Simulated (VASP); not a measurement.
Write the native input for VASP 6.6.1 that does the following.

* Task: single point
* Functional: PBE
* Potentials or basis: VASP PAW PBE potentials, release 64 (Na_pv, Cl)
* Cutoff: 520 eV
* k mesh: 4 × 4 × 4
* Occupations: gaussian, width 0.01 eV
* Spin: no spin polarisation
* Dipole correction: no
* Further INCAR settings: ALGO = Normal; EDIFF = 1e-06; NBANDS = 14

The structure of NaCl lies in POSCAR:

```
NaCl
1.0
    0.0000000000      2.8026987877      2.8026987877
    2.8026987877      0.0000000000      2.8026987877
    2.8026987877      2.8026987877      0.0000000000
Na Cl
1 1
Direct
    0.0000000000      0.0000000000      0.0000000000
    0.5000000000      0.5000000000      0.5000000000
```

The input as run:

INCAR

```
SYSTEM = NaCl
  ALGO = Normal
  EDIFF = 1E-6
  ENCUT = 520
  GGA = PE
  ISIF = 2
  ISMEAR = 0
  LASPH = .True.
  LCHARG = .False.
  LREAL = .False.
  LWAVE = .False.
  NBANDS = 14
  NELM = 80
  PREC = Accurate
  SIGMA = 0.01
```

KPOINTS

```
k-points
0
Gamma
  4 4 4
  0 0 0
```

Potentials or basis: VASP PAW PBE potentials, release 64 (Na_pv, Cl).

Command:

```bash
$ cat potpaw_PBE.64/Na_pv/POTCAR potpaw_PBE.64/Cl/POTCAR > POTCAR
$ mpirun -np 1 vasp_std > vasp.out
```

It gave:

The pressure is 1.3 GPa and the band gap on the k mesh is 5.18 eV, direct.

Caveat: the k points lie up to 0.49 Å⁻¹ apart.

It took 3.1 s on 1 thread of Intel(R) Xeon(R) 6975P-C (Granite Rapids), on a shared host, peak memory 0.15 GiB.
